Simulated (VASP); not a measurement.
# InSb (F-43m) in VASP: settings compared

The runs below take InSb through relaxation of cell and atoms, single point, with PBE, r2SCAN.

Program: VASP 6.6.1. These are calculated values, not measurements. Logs are shortened: lines on timing, memory, paths and dates and some standing lists are left out, and cuts for length are marked.

**The experiment to reproduce.**

From “Electronic Structure and Epitaxy of CdTe Shells on InSb Nanowires”, 2021, arxiv:2111.05126, for a bulk crystal of InSb: band gap 0.24 eV.

How close the calculation comes is told below.

**1. The cell of the first run**

It takes space group F-43m (No. 216, cubic). Conventional cell: a = 6.637 Å, b = 6.637 Å, c = 6.637 Å, α = 90.00°, β = 90.00°, γ = 90.00°. In (site symmetry -43m) has 4 Sb at 2.87 Å within 3.8 Å. Sb (site symmetry -43m) has 4 In at 2.87 Å within 3.8 Å.

**2. Relaxation of cell and atoms, PBE, target pressure 9 GPa, at which the enthalpy is minimised**

INCAR

```
SYSTEM = InSb
PREC = Accurate
ENCUT = 600
EDIFF = 1E-6
ISMEAR = -1
SIGMA = 0.15
LREAL = .FALSE.
LASPH = .TRUE.
NELM = 100
ALGO = Normal
ISIF = 3
LWAVE = .FALSE.
LCHARG = .FALSE.
GGA = PE
IBRION = 2
NSW = 80
EDIFFG = -0.001
PSTRESS = 90.0
```

KPOINTS

```
Automatic mesh
0
G
  12 12 12
  0 0 0
```

POSCAR

```
InSb
1.0
    0.0000000000      3.3185740830      3.3185740830
    3.3185740830      0.0000000000      3.3185740830
    3.3185740830      3.3185740830      0.0000000000
In Sb
1 1
Direct
    0.0000000000      0.0000000000      0.0000000000
    0.7500000000      0.7500000000      0.7500000000
```

Potentials or basis: VASP PAW PBE potentials, release 64 (In_d, Sb).

Launch:

```sh
> cat potpaw_PBE.64/In_d/POTCAR potpaw_PBE.64/Sb/POTCAR > POTCAR
> mpirun -np 1 vasp_std > vasp.out
```

OUTCAR:

```text
SYSTEM = InSb
   PREC = Accurate
   ENCUT = 600
   EDIFF = 1E-6
   ISMEAR = -1
   LREAL = .FALSE.
   LASPH = .TRUE.
   NELM = 100
   ISIF = 3
   GGA = PE
   IBRION = 2
   NSW = 80
   EDIFFG = -0.001
   PSTRESS = 90.0

 ion  position               nearest neighbor table
   1  0.000  0.000  0.000-   2 2.87   2 2.87   2 2.87   2 2.87
   2  0.750  0.750  0.750-   1 2.87   1 2.87   1 2.87   1 2.87

  LATTYP: Found a face centered cubic cell.
 ALAT       =     6.6371481660

  Lattice vectors:

 A1 = (   0.0000000000,   3.3185740830,   3.3185740830)
 A2 = (   3.3185740830,   0.0000000000,   3.3185740830)
 A3 = (   3.3185740830,   3.3185740830,   0.0000000000)

Analysis of symmetry for initial positions (statically):
=====================================================================
 Subroutine PRICEL returns:
 Original cell was already a primitive cell.

 Routine SETGRP: Setting up the symmetry group for a
 face centered cubic supercell.

 Subroutine GETGRP returns: Found 24 space group operations
 (whereof 24 operations were pure point group operations)
 out of a pool of 48 trial point group operations.

The static configuration has the point symmetry T_d .

Analysis of symmetry for dynamics (positions and initial velocities):
=====================================================================
 Subroutine PRICEL returns:
 Original cell was already a primitive cell.

 Routine SETGRP: Setting up the symmetry group for a
 face centered cubic supercell.

 Subroutine GETGRP returns: Found 24 space group operations
 (whereof 24 operations were pure point group operations)
 out of a pool of 48 trial point group operations.

The dynamic configuration has the point symmetry T_d .

 Subroutine INISYM returns: Found 24 space group operations
 (whereof 24 operations are pure point group operations),
 and found     1 'primitive' translations

----------------------------------------------------------------------------------------

                                     Primitive cell

  volume of cell :      73.0945

  direct lattice vectors                    reciprocal lattice vectors
     0.000000000  3.318574083  3.318574083    -0.150667120  0.150667120  0.150667120
     3.318574083  0.000000000  3.318574083     0.150667120 -0.150667120  0.150667120
     3.318574083  3.318574083  0.000000000     0.150667120  0.150667120 -0.150667120

  length of vectors
     4.693172476  4.693172476  4.693172476     0.260963107  0.260963107  0.260963107

  position of ions in fractional coordinates (direct lattice)
     0.000000000  0.000000000  0.000000000
     0.750000000  0.750000000  0.750000000

  ion indices of the primitive-cell ions
   primitive index   ion index
                 1           1
                 2           2

----------------------------------------------------------------------------------------

 KPOINTS: Automatic mesh

Automatic generation of k-mesh.
 Grid dimensions read from file:
 generate k-points for:   12   12   12

 Generating k-lattice:

  Cartesian coordinates                     Fractional coordinates (reciprocal lattice)
    -0.012555593  0.012555593  0.012555593     0.083333333  0.000000000  0.000000000
     0.012555593 -0.012555593  0.012555593     0.000000000  0.083333333  0.000000000
     0.012555593  0.012555593 -0.012555593     0.000000000  0.000000000  0.083333333

  Length of vectors
     0.021746926  0.021746926  0.021746926

  Shift w.r.t. Gamma in fractional coordinates (k-lattice)
     0.000000000  0.000000000  0.000000000

 Subroutine IBZKPT returns following result:
 ===========================================

 Found     72 irreducible k-points:

 Following reciprocal coordinates:
            Coordinates               Weight
  0.000000  0.000000  0.000000      1.000000
  0.083333  0.000000  0.000000      8.000000
  0.166667  0.000000  0.000000      8.000000
  0.250000  0.000000  0.000000      8.000000
  0.333333  0.000000  0.000000      8.000000
  0.416667  0.000000  0.000000      8.000000
[... 16 lines left out ...]
  0.500000  0.166667  0.000000     24.000000
 -0.416667  0.166667  0.000000     24.000000
 [... further k-points ...]
   k-points           NKPTS =     72   k-points in BZ     NKDIM =     72   number of bands    NBANDS=     13
   number of dos      NEDOS =    301   number of ions     NIONS =      2
   total plane-waves  NPLWV =  64000
   dimension x,y,z NGX =    40 NGY =   40 NGZ =   40
   dimension x,y,z NGXF=    80 NGYF=   80 NGZF=   80
   ions per type =               1   1
   NGX,Y,Z   is equivalent  to a cutoff of  14.17, 14.17, 14.17 a.u.
   NGXF,Y,Z  is equivalent  to a cutoff of  28.34, 28.34, 28.34 a.u.
 SYSTEM =  InSb
   PREC   = accura    normal or accurate (medium, high low for compatibility)
   ISTART =      0    job   : 0-new  1-cont  2-samecut
   ICHARG =      2    charge: 1-file 2-atom 10-const
   ISPIN  =      1    spin polarized calculation?
   LNONCOLLINEAR =      F non collinear calculations
   LSORBIT =      F    spin-orbit coupling
   LASPH  =      T    aspherical Exc in radial PAW
   ENCUT  =  600.0 eV  44.10 Ry    6.64 a.u.   9.37  9.37  9.37*2*pi/ulx,y,z
   NELM   =    100;   NELMIN=  2; NELMDL= -5     # of ELM steps
   EDIFF  = 0.1E-05   stopping-criterion for ELM
   LREAL  =      F    real-space projection
   EDIFFG = -.1E-02   stopping-criterion for IOM
   NSW    =     80    number of steps for IOM
   IBRION =      2    ionic relax: 0-MD 1-quasi-New 2-CG
   NFREE  =      1    steps in history (QN), initial steepest desc. (CG)
   ISIF   =      3    stress and relaxation
   ISYM   =      2    0-nonsym 1-usesym 2-fastsym
   POTIM  = 0.5000    time-step for ionic-motion
   TEBEG  =    0.0;   TEEND  =   0.0 temperature during run
   PSTRESS=   90.0 pullay stress
   NELECT =      18.0000    total number of electrons
   NUPDOWN=      -1.0000    fix difference up-down
   EMIN   =  10.00;   EMAX   =-10.00  energy-range for DOS
   EFERMI =   0.00;   METHOD = LEGACY
   ISMEAR =    -1;   SIGMA  =   0.15  broadening in eV -4-tet -1-fermi 0-gaus
   EFERMI_NEDOS =   21; number of points for ismear=-14 and -15
   IALGO  =     38    algorithm
   IMIX   =      4    mixing-type and parameters
     AMIX     =   0.40;   BMIX     =  1.00
     AMIX_MAG =   1.60;   BMIX_MAG =  1.00
  volume/ion in A,a.u.               =      36.55       246.63
  Fermi-wavevector in a.u.,A,eV,Ry     =   1.026134  1.939112 14.326273  1.052951
  Thomas-Fermi vector in A             =   2.160011
   LORBIT       =      0    0 simple, 1 ext, 2 COOP (PROOUT), +10 PAW based schemes
   GGA     = PE    functional components
   LHFCALC =     F    Hartree Fock is set to
   AEXX    =    0.0000 exact exchange contribution
   IVDW    =     0    specifies the selected vdW correction
   LEPSILON=     F    determine dielectric tensor
   LRPA    =     F    only Hartree local field effects (RPA)
 conjugate gradient relaxation of ions
 non-spin polarized calculation
  energy-cutoff  :      600.00
  volume of cell :       73.09
 maximum number of plane-waves:      2468
 NGX is ok and might be reduce to    40
   NGX = 19   NGY = 19   NGZ = 19

--------------------------------------- Ionic step        1  -------------------------------------------

 number of electron      18.0000000 magnetization

 Free energy of the ion-electron system (eV)
  ---------------------------------------------------
  ext. energy  EPLUGINS =         0.00000000
  ---------------------------------------------------
  free energy    TOTEN  =        -6.95562891 eV

  energy without entropy =       -6.94699642  energy(sigma->0) =       -6.95131266

 E-fermi :   4.6003     XC(G=0):  -8.3804

 val. band max:        4.3682188227   @ k =   0.0000   0.0000   0.0000
 cond. band min:       4.7864489756   @ k =   0.5000   0.0000   0.0000
 fundamental gap:      0.4182301529
 Fermi energy:         4.6002609666

 k-point     1 :       0.0000    0.0000    0.0000
  band No.  band energies     occupation
      1     -10.0952      2.00000
      2     -10.0952      2.00000
      3     -10.0952      2.00000
      4     -10.0285      2.00000
      5     -10.0285      2.00000
      6      -5.9129      2.00000
      7       3.7735      1.99195
      8       4.3682      1.64895
      9       4.3682      1.64895
     10       4.3682      1.64894
     11       7.3352      0.00000
     12       7.3352      0.00000
     13       7.3352      0.00000
[... 473 lines left out ...]
  FREE ENERGIE OF THE ION-ELECTRON SYSTEM (eV)
  ---------------------------------------------------
  free  energy   TOTEN  =        -6.7035767107 eV

  energy  without entropy=       -6.7000900543  energy(sigma->0) =       -6.70183338

  enthalpy is  TOTEN    =        -3.2088025319 eV   P V=        3.4947741788

[... ionic steps 4 to 8 ...]

--------------------------------------- Ionic step        9  -------------------------------------------

 number of electron      17.9999998 magnetization

------------------------ aborting loop because EDIFF is reached ----------------------------------------

  FORCE on cell =-STRESS in cart. coord.  units (eV):
  Direction    XX          YY          ZZ          XY          YZ          ZX
  --------------------------------------------------------------------------------------
  -------------------------------------------------------------------------------------
  Total        3.4761241      3.4761241      3.4761241      0.0000000      0.0000000      0.0000000
  in kB       89.8866989     89.8866989     89.8866989      0.0000000      0.0000000      0.0000000
  external PRESSURE =      -0.1133011 kB  Pullay stress =      90.0000000 kB
[... 61 lines left out ...]
  enthalpy is  TOTEN    =        -3.2090514831 eV   P V=        3.4796010381

--------------------------------------- Ionic step       11  -------------------------------------------

 number of electron      17.9999998 magnetization

 Free energy of the ion-electron system (eV)
  ---------------------------------------------------
  ext. energy  EPLUGINS =         0.00000000
  ---------------------------------------------------
  free energy    TOTEN  =        -6.68924729 eV

  energy without entropy =       -6.68582666  energy(sigma->0) =       -6.68753698

 E-fermi :   6.4945     XC(G=0):  -9.0919

 val. band max:        6.1490450715   @ k =   0.0000   0.0000   0.0000
 cond. band min:       6.5084465251   @ k =   0.0000   0.0000   0.0000
 fundamental gap:      0.3594014536
 Fermi energy:         6.4945113395

 k-point     1 :       0.0000    0.0000    0.0000
  band No.  band energies     occupation
      1      -8.6947      2.00000
      2      -8.6947      2.00000
      3      -8.6947      2.00000
      4      -8.5797      2.00000
      5      -8.5797      2.00000
      6      -5.2066      2.00000
      7       6.1490      1.81827
      8       6.1490      1.81827
      9       6.1490      1.81827
     10       6.5084      0.95358
     11       9.0828      0.00000
     12       9.0828      0.00000
     13       9.0828      0.00000
[... 397 lines left out ...]
  FREE ENERGIE OF THE ION-ELECTRON SYSTEM (eV)
  ---------------------------------------------------
  free  energy   TOTEN  =        -6.6892472948 eV

  energy  without entropy=       -6.6858266601  energy(sigma->0) =       -6.68753698

  enthalpy is  TOTEN    =        -3.2090531061 eV   P V=        3.4801941888

 reached required accuracy - stopping structural energy minimisation
```

Run time: 10 min. Hardware: 1 thread of AMD EPYC 7R43 (Zen 3), shared host; peak memory 0.27 GiB.

What came out:

```yaml
Free_energy: -6.6892 eV
Relaxed_volume: 30.98 Å³/atom
Relaxed_cell: a = 4.441 Å, b = 4.441 Å, c = 4.441 Å, α = 60.00°, β = 60.00°, γ = 60.00°
Space_group_after_relaxing_to_0.05_Å: F-43m (No. 216)
Energy_change_on_relaxing_the_enthalpy_is_what_falls: +133.2 meV/atom
Ionic_steps: 11
Pressure_after_relaxing: 9.0 GPa
Band_gap_on_the_k_mesh: 0.36 eV, direct
```

Step by step:
| step | energy change (eV) | largest force (eV/Å) | pressure (GPa) | volume (Å³) |
| --- | --- | --- | --- | --- |
| 1 | 0.0000 | 0.0000 | 0.00 | 73.09 |
| 2 | 1.1005 | 0.0000 | 24.24 | 53.45 |
| 3 | 0.2521 | 0.0000 | 8.68 | 62.21 |
| 4 | 0.2640 | 0.0000 | 8.96 | 62.00 |
| 5 | 0.2759 | 0.0000 | 9.22 | 61.79 |
| 6 | 0.2566 | 0.0000 | 8.80 | 62.13 |
| 7 | 0.2664 | 0.0000 | 9.01 | 61.95 |
| 8 | 0.2659 | 0.0000 | 8.99 | 61.96 |
| 9 | 0.2661 | 0.0000 | 8.99 | 61.96 |
| 10 | 0.2670 | 0.0000 | 9.02 | 61.94 |
| 11 | 0.2664 | 0.0000 | 9.00 | 61.95 |

Final structure:
```cif
data_structure
_symmetry_space_group_name_H-M 'P 1'
_symmetry_Int_Tables_number 1
_cell_length_a 4.4415
_cell_length_b 4.4415
_cell_length_c 4.4415
_cell_angle_alpha 60.000
_cell_angle_beta 60.000
_cell_angle_gamma 60.000
_cell_volume 61.95
loop_
_atom_site_label
_atom_site_type_symbol
_atom_site_fract_x
_atom_site_fract_y
_atom_site_fract_z
_atom_site_occupancy
In1 In 0.00000 0.00000 0.00000 1
Sb1 Sb 0.75000 0.75000 0.75000 1
```

Caveat: the cell is relaxed towards a set pressure, so the enthalpy falls and the energy may rise; the volume moved by over 15 % at a fixed basis, so the end points are rough; spin-orbit coupling is left out, which moves the levels of the heavy elements. A k mesh can miss the band edges.

**3. Single point, r2SCAN**

POSCAR

```
InSb
1.0
    0.0000000000      3.3174249877      3.3174249877
    3.3174249877      0.0000000000      3.3174249877
    3.3174249877      3.3174249877      0.0000000000
In Sb
1 1
Direct
    0.0000000000      0.0000000000      0.0000000000
    0.2500000000      0.2500000000      0.2500000000
```

INCAR.step1

```
SYSTEM = InSb
PREC = Accurate
ENCUT = 520
ISMEAR = 0
SIGMA = 0.1
LREAL = .False.
LASPH = .True.
NELM = 80
NBANDS = 16
GGA = PE
ALGO = Normal
EDIFF = 1E-4
LWAVE = .True.
LCHARG = .False.
```

INCAR.step2

```
SYSTEM = InSb
PREC = Accurate
ENCUT = 520
EDIFF = 1E-6
ISMEAR = 0
SIGMA = 0.1
LREAL = .False.
LASPH = .True.
NELM = 80
ALGO = Normal
ISIF = 2
LWAVE = .False.
LCHARG = .True.
METAGGA = R2SCAN
LMIXTAU = .True.
LELF = .True.
LVHAR = .True.
NBANDS = 16
ISTART = 1
```

KPOINTS

```
Automatic mesh
0
Gamma
  12 12 12
  0 0 0
```

Potentials or basis: VASP PAW PBE potentials, release 64 (In_d, Sb).

Launch:

```sh
> cat potpaw_PBE.64/In_d/POTCAR potpaw_PBE.64/Sb/POTCAR > POTCAR
> cp INCAR.step1 INCAR
> mpirun -np 1 vasp_std > vasp.out
> cp INCAR.step2 INCAR
> mpirun -np 1 vasp_std > vasp.out
```

Wall time 13 min (1 thread of AMD EPYC 7R13, shared host); peak memory 0.25 GiB.

Results (log left out):

| Quantity | Value |
| --- | --- |
| Free energy | -48.7574 eV |
| Pressure | -1.4 GPa |
| Band gap on the k mesh | zero (filled and empty bands touch) |

Levels at points of the mesh, in eV from the Fermi level:
```csv
k point,band 5,band 6,band 7,band 8,band 9,band 10,band 11,band 12,band 13,band 14
"(0.00, 0.00, 0.00)",-14.94,-10.73,-0.25,-0.06,-0.06,-0.06,3.16,3.16,3.16,6.03
"(0.50, 0.00, 0.00)",-14.94,-9.46,-5.50,-1.00,-1.00,0.64,4.03,4.03,6.42,8.39
"(0.50, 0.50, 0.00)",-14.93,-8.90,-5.82,-2.18,-2.18,1.52,1.63,8.24,8.24,8.89
```

Caveat: the PAW data sets were made with another functional, which shifts forces and pressure a little; spin-orbit coupling is left out, which moves the levels of the heavy elements.

**4. Relaxation of cell and atoms, PBE**

This run uses another cell than the first one, of 33.98 Å³/atom, 0.930 times its volume.

INCAR

```
SYSTEM = InSb
PREC = Accurate ; ENCUT = 600
EDIFF = 1E-7 ; ISMEAR = 0
SIGMA = 0.1 ; LREAL = .FALSE.
LASPH = .TRUE. ; NELM = 60
ALGO = Normal ; ISIF = 3
LWAVE = .FALSE. ; LCHARG = .FALSE.
GGA = PE ; IBRION = 2
NSW = 100 ; EDIFFG = -0.005
```

KPOINTS

```
regular mesh
0
G
  12 12 12
  0 0 0
```

POSCAR

```
InSb
1.0
    0.0000000000      3.2391000000      3.2391000000
    3.2391000000      0.0000000000      3.2391000000
    3.2391000000      3.2391000000      0.0000000000
In Sb
1 1
Direct
    0.0000000000      0.0000000000      0.0000000000
    0.2500000000      0.2500000000      0.2500000000
```

Launch:

```sh
> cat potpaw_PBE.64/In_d/POTCAR potpaw_PBE.64/Sb/POTCAR > POTCAR
> mpirun -np 1 vasp_std > vasp.out
```

Run time: 2.3 min. Hardware: 1 thread of Intel Xeon Platinum 8488C (Sapphire Rapids), shared host; peak memory 0.29 GiB.

Results (log left out):

- Free energy: -6.9527 eV
- Relaxed volume: 36.49 Å³/atom
- Relaxed cell: a = 4.691 Å, b = 4.691 Å, c = 4.691 Å, α = 60.00°, β = 60.00°, γ = 60.00°
- Space group after relaxing (to 0.05 Å): F-43m (No. 216)
- Energy gained by relaxing: 22.9 meV/atom
- Ionic steps: 3
- Pressure after relaxing: 0.0 GPa
- Band gap on the k mesh: zero (filled and empty bands touch)

Step by step:
| step | energy change (eV) | largest force (eV/Å) | pressure (GPa) | volume (Å³) |
| --- | --- | --- | --- | --- |
| 1 | 0.0000 | 0.0000 | 3.14 | 67.97 |
| 2 | -0.0413 | 0.0000 | -0.81 | 74.73 |
| 3 | -0.0458 | 0.0000 | 0.01 | 72.98 |

Final structure:
```xyz
2
Lattice="0.0000 3.3168 3.3168 3.3168 0.0000 3.3168 3.3168 3.3168 0.0000" Properties=species:S:1:pos:R:3 pbc="T T T"
In    0.0000    0.0000    0.0000
Sb    1.6584    1.6584    1.6584
```

Levels at points of the mesh, in eV from the Fermi level:
```tsv
k point	band 7	band 8	band 9	band 10	band 11	band 12
(0.00, 0.00, 0.00)	-0.65	-0.06	-0.06	-0.06	2.90	2.90
(0.50, 0.00, 0.00)	-5.37	-0.96	-0.96	0.36	3.74	3.74
(0.50, 0.50, 0.00)	-5.69	-2.10	-2.10	1.30	1.40	7.67
```

Caveat: spin-orbit coupling is left out, which moves the levels of the heavy elements. Zero-point motion and thermal expansion aren't in these numbers.

(Continued in part 2 of 2.)
